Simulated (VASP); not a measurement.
# Cd4SeS3 (I-42m) in VASP: a series of runs

Runs on Cd4SeS3. Level: PBE. Tasks: relaxation of shape and atoms at fixed volume, single point.

Program: VASP 6.6.1. These are calculated values, not measurements. Logs are shortened: lines on timing, memory, paths and dates and some standing lists are left out, and cuts for length are marked.

### 1 The cell of the first run

Symmetry: I-42m, No. 121, tetragonal system. Conventional cell: a = 5.808 Å, b = 5.808 Å, c = 11.607 Å, α = 90.00°, β = 90.00°, γ = 90.00°. Cd (site symmetry m) has 3 S at 2.49 Å and 1 Se at 2.59 Å within 3.3 Å. Se (site symmetry -42m) has 4 Cd at 2.59 Å within 3.4 Å. S (site symmetry -4) has 4 Cd at 2.49 Å within 3.3 Å. Within 3.3 Å of S (site symmetry -42m) lie 4 Cd at 2.49 Å.

### 2 Relaxation of shape and atoms at fixed volume, PBE (volume scaled by 0.91)

File INCAR:

```
  PREC = Accurate
  ENCUT = 600
  EDIFF = 1E-7
  ISMEAR = 0
  SIGMA = 0.02
  LREAL = F
  LASPH = T
  NELM = 100
  ALGO = Normal
  ISIF = 4
  LWAVE = F
  LCHARG = F
  GGA = PE
  IBRION = 2
  NSW = 50
  EDIFFG = -0.01
```

File KPOINTS:

```
regular mesh
0
Gamma
  6 6 6
```

File POSCAR:

```
Cd4SeS3
1.0
   -2.9037977251      2.9037977251      5.8035294071
    2.9037977251     -2.9037977251      5.8035294071
    2.9037977251      2.9037977251     -5.8035294071
Cd Se S
4 1 3
Direct
    0.8855726201      0.3706887032      0.0000000000
    0.3706887032      0.8855726201      0.0000000000
    0.1144273799      0.1144273799      0.4851160831
    0.6293112968      0.6293112968      0.5148839169
    0.5000000000      0.5000000000      0.0000000000
    0.7500000000      0.2500000000      0.5000000000
    0.2500000000      0.7500000000      0.5000000000
    0.0000000000      0.0000000000      0.0000000000
```

Potentials or basis: VASP PAW PBE potentials, release 64 (Cd, Se, S).

Command:

```console
$ cat potpaw_PBE.64/Cd/POTCAR potpaw_PBE.64/Se/POTCAR potpaw_PBE.64/S/POTCAR > POTCAR
$ mpirun -np 1 vasp_std > vasp.out
```

OUTCAR:

```text
PREC = Accurate
   ENCUT = 600
   EDIFF = 1E-7
   ISMEAR = 0
   LREAL = F
   LASPH = T
   NELM = 100
   ISIF = 4
   GGA = PE
   IBRION = 2
   NSW = 50
   EDIFFG = -0.01

 ion  position               nearest neighbor table
   1  0.886  0.371  0.000-   8 2.49   6 2.49   7 2.49   5 2.59
   2  0.371  0.886  0.000-   8 2.49   7 2.49   6 2.49   5 2.59
   3  0.114  0.114  0.485-   8 2.49   7 2.49   6 2.49   5 2.59
   4  0.629  0.629  0.515-   8 2.49   7 2.49   6 2.49   5 2.59
   5  0.500  0.500  0.000-   4 2.59   1 2.59   2 2.59   3 2.59
   6  0.750  0.250  0.500-   3 2.49   1 2.49   4 2.49   2 2.49
   7  0.250  0.750  0.500-   3 2.49   2 2.49   4 2.49   1 2.49
   8  0.000  0.000  0.000-   1 2.49   2 2.49   3 2.49   4 2.49

  LATTYP: Found a body centered tetragonal cell.
 ALAT       =     5.8075954502
 C/A-ratio  =     1.9985997499

  Lattice vectors:

 A1 = (  -2.9037977251,   2.9037977251,   5.8035294071)
 A2 = (   2.9037977251,  -2.9037977251,   5.8035294071)
 A3 = (   2.9037977251,   2.9037977251,  -5.8035294071)

Analysis of symmetry for initial positions (statically):
=====================================================================
 Subroutine PRICEL returns:
 Original cell was already a primitive cell.

 Routine SETGRP: Setting up the symmetry group for a
 body centered tetragonal supercell.

 Subroutine GETGRP returns: Found  8 space group operations
 (whereof  8 operations were pure point group operations)
 out of a pool of 16 trial point group operations.

The static configuration has the point symmetry D_2d.

Analysis of symmetry for dynamics (positions and initial velocities):
=====================================================================
 Subroutine PRICEL returns:
 Original cell was already a primitive cell.

 Routine SETGRP: Setting up the symmetry group for a
 body centered tetragonal supercell.

 Subroutine GETGRP returns: Found  8 space group operations
 (whereof  8 operations were pure point group operations)
[... 175 lines left out ...]

 VOLUME and BASIS-vectors are now :
 -----------------------------------------------------------------------------
  energy-cutoff  :      600.00
  volume of cell :      195.74
      direct lattice vectors                 reciprocal lattice vectors
    -2.903797725  2.903797725  5.803529407     0.000000000  0.172188302  0.086154470
     2.903797725 -2.903797725  5.803529407     0.172188302  0.000000000  0.086154470
     2.903797725  2.903797725 -5.803529407     0.172188302  0.172188302  0.000000000

 POSITION                                       TOTAL-FORCE (eV/Angst)
 -----------------------------------------------------------------------------------
     -1.49512      1.49512      7.29075        -0.006657      0.006657      0.010018
      1.49512     -1.49512      7.29075         0.006657     -0.006657      0.010018
      1.40868      1.40868     -1.48722        -0.006657     -0.006657     -0.010018
      1.49512      1.49512      4.31631         0.006657      0.006657     -0.010018
      0.00000      0.00000      5.80353         0.000000     -0.000000     -0.000000
      0.00000      2.90380      2.90176         0.000000     -0.000000     -0.000000
      2.90380      0.00000      2.90176         0.000000     -0.000000     -0.000000
      0.00000      0.00000      0.00000         0.000000     -0.000000     -0.000000
 -----------------------------------------------------------------------------------
    total drift:                               -0.000004     -0.000004     -0.000003

  FREE ENERGIE OF THE ION-ELECTRON SYSTEM (eV)
  ---------------------------------------------------
  free  energy   TOTEN  =       -23.5346538427 eV

  energy  without entropy=      -23.5346538427  energy(sigma->0) =      -23.53465384

--------------------------------------- Ionic step        2  -------------------------------------------

 number of electron      72.0000005 magnetization

 Free energy of the ion-electron system (eV)
  ---------------------------------------------------
  ext. energy  EPLUGINS =         0.00000000
  ---------------------------------------------------
  free energy    TOTEN  =       -23.53468213 eV

  energy without entropy =      -23.53468213  energy(sigma->0) =      -23.53468213

 E-fermi :   1.7016     XC(G=0):  -9.2995

 val. band max:        1.6186779315   @ k =   0.0000   0.0000   0.0000
 cond. band min:       2.7115944620   @ k =   0.0000   0.0000   0.0000
 fundamental gap:      1.0929165305
 Fermi energy:         1.7015663552

 k-point     1 :       0.0000    0.0000    0.0000
  band No.  band energies     occupation
      1     -11.1006      2.00000
      2     -10.5228      2.00000
      3     -10.5063      2.00000
      4     -10.4785      2.00000
      5      -6.3510      2.00000
      6      -6.3505      2.00000
[... 1093 lines left out ...]
     42       6.4106      0.00000
     43       6.8032      0.00000

 [... further k-points ...]
[... 5 lines left out ...]
  --------------------------------------------------------------------------------------
  -------------------------------------------------------------------------------------
  Total        7.8420172      7.8420172      7.8361038      0.0000000      0.0000000      0.0000000
  in kB       64.1879446     64.1879446     64.1395427      0.0000000      0.0000000      0.0000000
  external PRESSURE =      64.1718106 kB  Pullay stress =       0.0000000 kB

 VOLUME and BASIS-vectors are now :
 -----------------------------------------------------------------------------
  energy-cutoff  :      600.00
  volume of cell :      195.74
      direct lattice vectors                 reciprocal lattice vectors
    -2.903834029  2.903834029  5.803384296     0.000000000  0.172186149  0.086156624
     2.903834029 -2.903834029  5.803384296     0.172186149  0.000000000  0.086156624
     2.903834029  2.903834029 -5.803384296     0.172186149  0.172186149  0.000000000

 POSITION                                       TOTAL-FORCE (eV/Angst)
 -----------------------------------------------------------------------------------
     -1.49546      1.49546      7.29105        -0.004081      0.004081      0.005471
      1.49546     -1.49546      7.29105         0.004081     -0.004081      0.005471
      1.40838      1.40838     -1.48767        -0.004081     -0.004081     -0.005471
      1.49546      1.49546      4.31572         0.004081      0.004081     -0.005471
      2.90383      2.90383      0.00000         0.000000      0.000000     -0.000000
     -0.00000      2.90383      2.90169         0.000000      0.000000     -0.000000
      2.90383     -0.00000      2.90169        -0.000000      0.000000     -0.000000
      2.90383      2.90383      5.80338         0.000000      0.000000     -0.000000
 -----------------------------------------------------------------------------------
    total drift:                               -0.000004     -0.000004     -0.000003

  FREE ENERGIE OF THE ION-ELECTRON SYSTEM (eV)
  ---------------------------------------------------
  free  energy   TOTEN  =       -23.5346821350 eV

  energy  without entropy=      -23.5346821350  energy(sigma->0) =      -23.53468213

 reached required accuracy - stopping structural energy minimisation
```

OSZICAR:

```text
N       E                     dE             d eps       ncg     rms          rms(c)
DAV:   1     0.569506185337E+03    0.56951E+03   -0.37972E+04  2580   0.173E+03
DAV:   2     0.129859074024E+02   -0.55652E+03   -0.54453E+03  2782   0.401E+02
DAV:   3    -0.249564363578E+02   -0.37942E+02   -0.37779E+02  3003   0.992E+01
DAV:   4    -0.255245071265E+02   -0.56807E+00   -0.56703E+00  3034   0.117E+01
[... 15 lines left out ...]
DAV:   1    -0.235346750698E+02   -0.21200E-04   -0.17778E-02  2643   0.623E-01    0.181E-02
DAV:   2    -0.235346826058E+02   -0.75359E-05   -0.96817E-05  3112   0.509E-02    0.711E-03
DAV:   3    -0.235346822727E+02    0.33313E-06   -0.16082E-06  3073   0.699E-03    0.440E-03
DAV:   4    -0.235346821363E+02    0.13639E-06   -0.45252E-07  3024   0.319E-03    0.139E-03
DAV:   5    -0.235346821350E+02    0.12942E-08   -0.90767E-08  1764   0.154E-03
   2 F= -.23534682E+02 E0= -.23534682E+02  d E =-.282923E-04
```

It took 5.3 min on 1 thread of Intel Xeon 6975P-C (Granite Rapids), shared host; peak memory 0.69 GiB.

What came out:

```yaml
Free_energy: -23.5347 eV
Energy_gained_by_relaxing: 0.0 meV/atom
Ionic_steps: 2
Pressure_after_relaxing: 6.4 GPa
Largest_force_after_relaxing: 0.008 eV/Å
Band_gap_on_the_k_mesh: 1.09 eV, direct
```

Forces on the atoms (eV/Å):
```
Cd  -0.004  0.004  0.005
Cd   0.004 -0.004  0.005
Cd  -0.004 -0.004 -0.005
Cd   0.004  0.004 -0.005
Se   0.000  0.000  0.000
S    0.000  0.000  0.000
S    0.000  0.000  0.000
S    0.000  0.000  0.000
```

Final structure:
```
Cd Se S
1.0
    -2.90383    2.90383    5.80338
     2.90383   -2.90383    5.80338
     2.90383    2.90383   -5.80338
Cd Se S
4 1 3
Direct
  0.88567 0.37067 0.00000
  0.37067 0.88567 0.00000
  0.11433 0.11433 0.48501
  0.62933 0.62933 0.51499
  0.50000 0.50000 0.00000
  0.75000 0.25000 0.50000
  0.25000 0.75000 0.50000
  0.00000 0.00000 0.00000
```

(Continued in part 2 of 2.)
